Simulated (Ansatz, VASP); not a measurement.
# KF in VASP and in Ansatz

INCAR

```
  PREC = Accurate
  ENCUT = 520
  EDIFF = 1E-6
  ISMEAR = 0
  SIGMA = 0.05
  LREAL = False
  LASPH = True
  NELM = 80
  ALGO = Normal
  ISIF = 2
  LWAVE = False
  LCHARG = False
  NBANDS = 15
```

Contents of KPOINTS:

```
Automatic mesh
0
Gamma
  8 8 8
```

The input POSCAR:

```
KF
1.0
   -0.1346473553      2.4883530734      2.4883530734
    2.4883530734     -0.1346473553      2.4883530734
    2.4883530734      2.4883530734     -0.1346473553
K F
1 1
Direct
    0.0000000000      0.0000000000      0.0000000000
    0.5000000000      0.5000000000      0.5000000000
```

Input for Ansatz:

```yaml
crystal:
  lattice:
    - [-0.1346473553, 2.4883530734, 2.4883530734]
    - [2.4883530734, -0.1346473553, 2.4883530734]
    - [2.4883530734, 2.4883530734, -0.1346473553]
  atoms:
    - { symbol: K, position: [0.0, 0.0, 0.0] }
    - { symbol: F, position: [0.5, 0.5, 0.5] }
basis:
  ecutwfc: 520.0
kpoints:
  mp_grid: { grid: [8, 8, 8] }
hamiltonian:
  xc: lda
scf:
  occupations: { method: gaussian, width: 0.05 }
output:
  forces: true
  stress: true
  eigenvalues: true
```

Alike in both runs: task single point; functional LDA; k mesh 8 × 8 × 8; occupations gaussian, width 0.05 eV; no spin polarisation.

|  | VASP | Ansatz |
| --- | --- | --- |
| version | VASP 6.6.1 | Ansatz 0.2.0 |
| potentials or method | VASP PAW LDA potentials, release 64 (K_sv, F), cutoff 520 eV | scalar-relativistic, plane waves, PAW |
| valence electrons in the cell | 16 | 16 |

```tsv
	VASP	Ansatz	Ansatz less VASP
gap on the k mesh at the Fermi level (eV)	6.47	6.49	+0.020
least direct gap on the mesh (eV)	6.47	6.49	+0.020
pressure (GPa)	1.6	1.3	-0.30
traceless stress, the component that is largest in VASP (GPa)	0.53	0.55	+0.021
```

LDA's correlation is that of Perdew and Zunger in VASP and of Perdew and Wang (1992) in Ansatz.
